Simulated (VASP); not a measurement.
Wanted: the native input for a VASP 6.6.1 run.

```yaml
Task: single point
Functional: r2SCAN
Potentials_or_basis: VASP PAW PBE potentials, release 64 (K_sv, Cl)
Cutoff: 550 eV
k_mesh: 5 × 5 × 5
Occupations: gaussian, width 0.01 eV
Spin: no spin polarisation
Dipole_correction: no
Further_INCAR_settings: ALGO = Normal; EDIFF = 1e-06; NBANDS = 15
```

Crystal: KCl.

```
CELL_PARAMETERS angstrom
0.00000 3.14647 3.14647
3.14647 0.00000 3.14647
3.14647 3.14647 0.00000
ATOMIC_POSITIONS crystal
K 0.00000 0.00000 0.00000
Cl 0.50000 0.50000 0.50000
```

The input as run:

POSCAR

```
KCl
1.0
    0.0000000000      3.1464700000      3.1464700000
    3.1464700000      0.0000000000      3.1464700000
    3.1464700000      3.1464700000      0.0000000000
K Cl
1 1
Direct
    0.0000000000      0.0000000000      0.0000000000
    0.5000000000      0.5000000000      0.5000000000
```

INCAR.step1

```
PREC = Accurate
ENCUT = 550
ISMEAR = 0
SIGMA = 0.01
LREAL = F
LASPH = T
NELM = 120
NBANDS = 15
GGA = PE
ALGO = Normal
EDIFF = 1E-5
LWAVE = T
LCHARG = F
GGA_COMPAT = F
```

INCAR.step2

```
PREC = Accurate
ENCUT = 550
EDIFF = 1E-6
ISMEAR = 0
SIGMA = 0.01
LREAL = F
LASPH = T
NELM = 120
ALGO = Normal
ISIF = 2
LWAVE = F
LCHARG = F
METAGGA = R2SCAN
LMIXTAU = T
NBANDS = 15
ISTART = 1
GGA_COMPAT = F
```

KPOINTS

```
Automatic mesh
0
Gamma
  5 5 5
```

Potentials or basis: VASP PAW PBE potentials, release 64 (K_sv, Cl).

Command:

```sh
$ cat potpaw_PBE.64/K_sv/POTCAR potpaw_PBE.64/Cl/POTCAR > POTCAR
$ cp INCAR.step1 INCAR
$ mpirun -np 1 vasp_std > vasp.out
$ cp INCAR.step2 INCAR
$ mpirun -np 1 vasp_std > vasp.out
```

Results of the run:

```
Pressure               : 0.0 GPa
Band gap on the k mesh : 5.83 eV
```

Caveat: the PAW data sets were made with another functional, which shifts forces and pressure a little.

Wall time 29 s on 1 thread of AMD EPYC 9R45 96-Core Processor (Zen 5), on a shared host, peak memory 0.19 GiB.
